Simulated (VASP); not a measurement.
# HPt6S12 (a cell with a defect) in VASP: single point with PBE+D3(BJ)

Aim: the single point of HPt6S12 (a cell with a defect) with PBE+D3(BJ).

Program: VASP 6.6.1. These are calculated values, not measurements. Logs are shortened: lines on timing, memory, paths and dates and some standing lists are left out, and cuts for length are marked.

## 1. The cell of the first run

The cell holds a defect, 19 atoms: a = 6.206 Å, b = 6.206 Å, c = 9.325 Å, α = 90.00°, β = 90.00°, γ = 120.00°.

## 2. Single point, PBE+D3(BJ)

INCAR reads:

```
PREC = Accurate
ENCUT = 520
EDIFF = 1E-6
ISMEAR = 0
SIGMA = 0.1
LREAL = Auto
LASPH = T
NELM = 100
ALGO = Normal
ISIF = 2
LWAVE = F
LCHARG = F
GGA = PE
IVDW = 12
NBANDS = 82
```

KPOINTS reads:

```
Automatic mesh
0
Gamma
  4 4 3
```

POSCAR reads:

```
HPt6S12
1.0
    0.0000000000     -6.2064721004      0.0000000000
    5.3749625069      3.1032360502      0.0000000000
    0.0000000000      0.0000000000      9.3245486798
Pt S H
6 12 1
Direct
    0.6681740304      0.3429737412     -0.0066969461
    0.6680871605      0.3279645203      0.5076289655
    0.0044812222      0.0023970400     -0.0072535414
    0.0026666571     -0.0025819715      0.5073384420
    0.3319338996      0.6661618561     -0.0072920419
    0.3335142373      0.6628012745      0.5073810178
    0.3350588548      0.3364553702      0.1244733702
    0.3359817028      0.3304653749      0.6357737198
    0.6682633358     -0.0015832669      0.1157183084
    0.6681402991     -0.0083038719      0.6388807871
    0.0014088581      0.6695678333      0.1244842018
    0.0001741557      0.6626198779      0.6357632099
    0.6681631261      0.6693135060      0.3760926261
    0.6682038428      0.6732899058      0.8589316518
    0.0008793218      0.3305818408      0.3773634651
    0.0001672800      0.3362107173      0.8643425303
    0.3352504933      0.9977716111      0.3773945658
    0.3362030735      1.0042577959      0.8643225830
   -0.3315631121     -0.1092018780      0.2548098660
```

Potentials or basis: VASP PAW PBE potentials, release 64 (Pt, S, H).

The run is started by

```console
$ cat potpaw_PBE.64/Pt/POTCAR potpaw_PBE.64/S/POTCAR potpaw_PBE.64/H/POTCAR > POTCAR
$ mpirun -np 1 vasp_std > vasp.out
```

OUTCAR:

```text
PREC = Accurate
   ENCUT = 520
   EDIFF = 1E-6
   ISMEAR = 0
   LREAL = Auto
   LASPH = T
   NELM = 100
   ISIF = 2
   GGA = PE
   IVDW = 12
 IVDW          = 12

 ion  position               nearest neighbor table
   1  0.668  0.343  0.993-   7 2.39  11 2.39  14 2.40  18 2.40  16 2.40   9 2.42
   2  0.668  0.328  0.508-  15 2.39  17 2.39   8 2.39  12 2.39  10 2.42  13 2.45
   3  0.004  0.002  0.993-   9 2.37  18 2.38  11 2.40   7 2.40  16 2.40  14 2.41
   4  0.003  0.997  0.507-   8 2.39  12 2.39  17 2.39  13 2.39  10 2.40  15 2.40
   5  0.332  0.666  0.993-   9 2.37  16 2.38   7 2.40  11 2.40  18 2.40  14 2.41
   6  0.334  0.663  0.507-  12 2.39   8 2.39  15 2.39  13 2.39  10 2.40  17 2.40
   7  0.335  0.336  0.124-   1 2.39   5 2.40   3 2.40
   8  0.336  0.330  0.636-   2 2.39   4 2.39   6 2.39
   9  0.668  0.998  0.116-  19 1.46   3 2.37   5 2.37   1 2.42
  10  0.668  0.992  0.639-   4 2.40   6 2.40   2 2.42
  11  0.001  0.670  0.124-   1 2.39   3 2.40   5 2.40
  12  0.000  0.663  0.636-   2 2.39   6 2.39   4 2.39
  13  0.668  0.669  0.376-  19 1.78   4 2.39   6 2.39   2 2.45
  14  0.668  0.673  0.859-   1 2.40   5 2.41   3 2.41
  15  0.001  0.331  0.377-   2 2.39   6 2.39   4 2.40
  16  0.000  0.336  0.864-   5 2.38   1 2.40   3 2.40
  17  0.335  0.998  0.377-   2 2.39   4 2.39   6 2.40
  18  0.336  0.004  0.864-   3 2.38   1 2.40   5 2.40
  19  0.668  0.891  0.255-   9 1.46  13 1.78

  LATTYP: Found a hexagonal cell.
 ALAT       =     6.2064721004
 C/A-ratio  =     1.5023911377

  Lattice vectors:

 A1 = (   0.0000000000,  -6.2064721004,   0.0000000000)
 A2 = (   5.3749625069,   3.1032360502,   0.0000000000)
 A3 = (   0.0000000000,   0.0000000000,   9.3245486798)

Analysis of symmetry for initial positions (statically):
=====================================================================
 Subroutine PRICEL returns:
 Original cell was already a primitive cell.

 Routine SETGRP: Setting up the symmetry group for a
 hexagonal supercell.

 Subroutine GETGRP returns: Found  1 space group operations
 (whereof  1 operations were pure point group operations)
 out of a pool of 24 trial point group operations.

The static configuration has the point symmetry C_1 .

Analysis of symmetry for dynamics (positions and initial velocities):
=====================================================================
 Subroutine PRICEL returns:
 Original cell was already a primitive cell.

 Routine SETGRP: Setting up the symmetry group for a
 hexagonal supercell.

 Subroutine GETGRP returns: Found  1 space group operations
 (whereof  1 operations were pure point group operations)
[... 144 lines left out ...]
   POTIM  = 0.5000    time-step for ionic-motion
   TEBEG  =    0.0;   TEEND  =   0.0 temperature during run
   PSTRESS=    0.0 pullay stress
   NELECT =     133.0000    total number of electrons
   NUPDOWN=      -1.0000    fix difference up-down
   EMIN   =  10.00;   EMAX   =-10.00  energy-range for DOS
   EFERMI =   0.00;   METHOD = LEGACY
   ISMEAR =     0;   SIGMA  =   0.10  broadening in eV -4-tet -1-fermi 0-gaus
   EFERMI_NEDOS =   21; number of points for ismear=-14 and -15
   IALGO  =     38    algorithm
   IMIX   =      4    mixing-type and parameters
     AMIX     =   0.40;   BMIX     =  1.00
     AMIX_MAG =   1.60;   BMIX_MAG =  1.00
  volume/ion in A,a.u.               =      16.37       110.48
  Fermi-wavevector in a.u.,A,eV,Ry     =   1.233321  2.330638 20.695549  1.521080
  Thomas-Fermi vector in A             =   2.368056
   LORBIT       =      0    0 simple, 1 ext, 2 COOP (PROOUT), +10 PAW based schemes
   GGA     = PE    functional components
   LHFCALC =     F    Hartree Fock is set to
   AEXX    =    0.0000 exact exchange contribution
   IVDW    =    12    specifies the selected vdW correction
   LEPSILON=     F    determine dielectric tensor
   LRPA    =     F    only Hartree local field effects (RPA)
 non-spin polarized calculation
 Gauss-broadening in eV      SIGMA  =   0.10
  energy-cutoff  :      520.00
  volume of cell :      311.06
 maximum number of plane-waves:      8411
 NGX is ok and might be reduce to    48
   NGX = 23   NGY = 23   NGZ = 35

 number of electron     133.0000006 magnetization

 Free energy of the ion-electron system (eV)
  ---------------------------------------------------
  ext. energy  EPLUGINS =         0.00000000
  ---------------------------------------------------
  free energy    TOTEN  =       -94.18606965 eV

  energy without entropy =      -94.15698467  energy(sigma->0) =      -94.17152716

 E-fermi :   8.1926     XC(G=0): -11.0882

 val. band max:        8.1706377966   @ k =   0.5000   0.5000   0.0000
 cond. band min:       8.2059778339   @ k =  -0.2500   0.5000   0.0000
 fundamental gap:      0.0353400373
 Fermi energy:         8.1925882880

 k-point     1 :       0.0000    0.0000    0.0000
  band No.  band energies     occupation
      1      -8.1092      2.00000
      2      -7.1861      2.00000
      3      -6.6229      2.00000
      4      -5.9390      2.00000
      5      -5.7092      2.00000
      6      -5.6906      2.00000
[... 1933 lines left out ...]
     77       9.8584      0.00000
     78       9.9849      0.00000

 [... further k-points ...]

 [bands above 78 left out]

------------------------ aborting loop because EDIFF is reached ----------------------------------------

 Edisp (eV)   -8.29575

 E8    (eV) :    -3.3125

  FORCE on cell =-STRESS in cart. coord.  units (eV):
  Direction    XX          YY          ZZ          XY          YZ          ZX
  --------------------------------------------------------------------------------------
  -------------------------------------------------------------------------------------
  Total       3.62841     2.04501     1.35011     1.39298    -0.54600    -0.96545
  in kB      18.68871    10.53315     6.95393     7.17476    -2.81225    -4.97272
  external pressure =       12.06 kB  Pullay stress =        0.00 kB

 VOLUME and BASIS-vectors are now :
 -----------------------------------------------------------------------------
  energy-cutoff  :      520.00
  volume of cell :      311.06
      direct lattice vectors                 reciprocal lattice vectors
     0.000000000 -6.206472100  0.000000000     0.093023905 -0.161122129  0.000000000
     5.374962507  3.103236050  0.000000000     0.186047809  0.000000000  0.000000000
     0.000000000  0.000000000  9.324548680     0.000000000  0.000000000  0.107243796

 POSITION                                       TOTAL-FORCE (eV/Angst)
 -----------------------------------------------------------------------------------
      1.84347     -3.08267      9.26210         0.030030      0.017199     -0.021314
      1.76280     -3.12871      4.73341        -0.006340     -0.001119      0.000093
      0.01288     -0.02037      9.25691         0.019931      0.005958     -0.005833
      5.36108      3.07867      4.73070         0.003094     -0.004111      0.004188
      3.58060      0.00712      9.25655         0.014077      0.004905      0.000050
      3.56253     -0.01312      4.73110         0.002651      0.004192     -0.004142
[... 11 lines left out ...]
      0.02289     -2.07342      8.05942         0.013195      0.010608      0.043902
      4.78801     -1.38428      2.37599        -0.155329     -0.086383     -0.072156
 -----------------------------------------------------------------------------------
    total drift:                               -0.007152     -0.003094     -0.005400

  FREE ENERGIE OF THE ION-ELECTRON SYSTEM (eV)
  ---------------------------------------------------
  free  energy   TOTEN  =      -102.4818192644 eV

  energy  without entropy=     -102.4527342853  energy(sigma->0) =     -102.46727677
```

Wall time 44 min (1 thread of Oxide Virtual Turin-like, shared host); peak memory 0.62 GiB.

What came out:

- Free energy: -102.4818 eV
- Pressure: 1.2 GPa
- Largest force: 0.192 eV/Å
- Band gap on the k mesh: zero (an odd number of electrons rules out a gap without spin polarisation)
- Dispersion energy per atom: -0.437 eV

Forces on the atoms (eV/Å):
```
Pt   0.030  0.017 -0.021
Pt  -0.006 -0.001  0.000
Pt   0.020  0.006 -0.006
Pt   0.003 -0.004  0.004
Pt   0.014  0.005  0.000
Pt   0.003  0.004 -0.004
S    0.017  0.010 -0.053
S    0.008  0.002 -0.043
S   -0.031 -0.013  0.081
S   -0.011 -0.004 -0.019
S    0.017  0.013 -0.054
S    0.004  0.002 -0.043
S    0.011  0.010  0.038
S    0.035  0.021  0.024
S    0.008  0.001  0.043
S    0.016  0.007  0.041
S    0.004 -0.001  0.040
S    0.013  0.011  0.044
H   -0.155 -0.086 -0.072
```

Levels at points of the mesh, in eV from the Fermi level:
```
           k point  band 64  band 65  band 66  band 67  band 68  band 69
(0.00, 0.00, 0.00)    -1.78    -1.71    -0.34    -0.20    -0.06     0.05
(0.50, 0.00, 0.00)    -1.68    -1.10    -0.81    -0.15    -0.11     0.03
(0.00, 0.50, 0.00)    -1.70    -1.05    -0.89    -0.33    -0.02     0.40
(0.50, 0.50, 0.00)    -1.70    -1.05    -0.89    -0.33    -0.02     0.40
```

Caveat: spin-orbit coupling is left out, which moves the levels of the heavy elements.
